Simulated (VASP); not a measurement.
Runs of VASP 6.6.1 on CdTe. The structure is that of space group F-43m (No. 216), or close to it. The cells are those of the table. 

```csv
task,level,spin,cell,k mesh,smearing,grid for exact exchange (PRECFOCK),share of exact exchange,screening parameter,gap on the mesh (eV),pressure (GPa)
single point,HSE06,off,"a = 4.592, b = 4.592, c = 4.639 Å, angles 59.7, 59.7, 60.7°, 2 atoms",4 × 4 × 4,gaussian 0.01 eV,Normal,0.25,0.2079 1/Å,(c),1.1
single point,HSE06,off,"a = 4.615, b = 4.615, c = 4.639 Å, angles 59.8, 59.8, 60.3°, 2 atoms",4 × 4 × 4,gaussian 0.01 eV,Normal,0.25,0.2079 1/Å,1.45,0.7
single point,HSE06,off,"a = 4.662, b = 4.662, c = 4.639 Å, angles 60.2, 60.2, 59.7°, 2 atoms",4 × 4 × 4,gaussian 0.01 eV,Normal,0.25,0.2079 1/Å,1.40,(b)
dielectric tensor,r2SCAN,off,"a = 4.592, b = 4.592, c = 4.639 Å, angles 59.7, 59.7, 60.7°, 2 atoms",6 × 6 × 6,gaussian 0.01 eV,-,-,-,(a),-
single point,r2SCAN,"non-collinear, zero start, SOC","a = 4.732, b = 4.732, c = 4.639 Å, angles 60.7, 60.7, 58.7°, 2 atoms",6 × 6 × 6,fermi-dirac 0.02 eV,-,-,-,-,-1.4
```

Alike in all rows: potentials or basis VASP PAW PBE potentials, release 64 (Cd, Te); cutoff (eV) 520.

Problem. Fill in the values left out.

Solution. (a) 1.17; (b) -0.2; (c) 1.47.

Caveats: the PAW data sets were made with another functional, which shifts forces and pressure a little; spin-orbit coupling is left out, which moves the levels of the heavy elements (at least some runs).

A k mesh can miss the band edges, and rows without SOC leave out spin-orbit coupling on Cd, Te.
